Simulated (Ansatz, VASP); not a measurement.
One calculation of BeTe3, two programs

```xyz
4
Lattice="2.7551 -2.8330 -0.0031 2.7551 2.8330 -0.0031 -0.0079 0.0000 7.6941" Properties=species:S:1:pos:R:3 pbc="T T T"
Be    0.0000   -0.0698    0.0000
Te    1.3394   -1.5384    1.3878
Te    1.4078    1.2946    6.3032
Te    2.7512   -0.2531    3.8439
```

Alike in both runs: functional PBE; k mesh 5 × 5 × 3; occupations gaussian, width 0.2 eV; no spin polarisation.

Ansatz relaxed the structure, and its values are those at the end. VASP's run is a single point on that final structure, the one shown.

```csv
,VASP,Ansatz
version,VASP 6.6.1,Ansatz 0.2.0
potentials or method,"VASP PAW PBE potentials, release 64 (Be, Te), cutoff 520 eV","scalar-relativistic, plane waves, PAW"
valence electrons in the cell,20,50
```

|  | VASP | Ansatz | Ansatz less VASP |
| --- | --- | --- | --- |
| gap on the k mesh at the Fermi level (eV) | none | none | - |
| pressure (GPa) | -0.2 | -0.2 | -0.03 |
| rms of the force components (eV/Å) | 0.023 | 0.018 | -0.0050 |

A gap of «none» marks a metal or a gap that the smearing closes. With one functional, cell and mesh, what is left measures potentials, basis and numerics. VASP's potentials hold 20 valence electrons a cell and Ansatz's 50, so a difference there can come from the potentials and not from the codes.

Spin-orbit coupling is off throughout.
